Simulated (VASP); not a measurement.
A run of VASP 6.6.1 is set up as follows.

INCAR

```
ALGO = Fast ; EDIFF = 1E-6
ENCUT = 520 ; GGA = PE
ISIF = 2 ; ISMEAR = 0
LASPH = T ; LCHARG = T
LELF = T ; LREAL = F
LVHAR = T ; LWAVE = F
NBANDS = 30 ; NELM = 80
PREC = Accurate ; SIGMA = 0.15
```

The input KPOINTS:

```
k-points
0
Gamma
  18 18 6
```

POSCAR

```
Ag
1.0
    2.9808697485      0.0000000000      0.0000000000
   -1.4904348742      2.5815089276      0.0000000000
    0.0000000000      0.0000000000      9.7069645697
Ag
4
Direct
    0.3333333333      0.6666666667      0.2500000000
    0.6666666667      0.3333333333      0.7500000000
    0.0000000000      0.0000000000      0.0000000000
    0.0000000000      0.0000000000      0.5000000000
```

Potentials or basis: VASP PAW PBE potentials, release 64 (Ag).

The run is started by

```bash
$ cat potpaw_PBE.64/Ag/POTCAR > POTCAR
$ mpirun -np 1 vasp_std > vasp.out
```

Problem. What does it give for the band gap on the k mesh?

Solution. Zero (bands 22 and 23 overlap by 6.21 eV).

Problem. What does it give for the pressure?

Solution. -3.6 GPa.

Stress tensor (GPa, compression positive):
```
-3.65  0.00  0.00
 0.00 -3.65  0.00
 0.00  0.00 -3.40
```

Caveat: the cell differs from its parent crystal (strain +0.015 along x and y, +0.015 along z); the cell stands under tension.
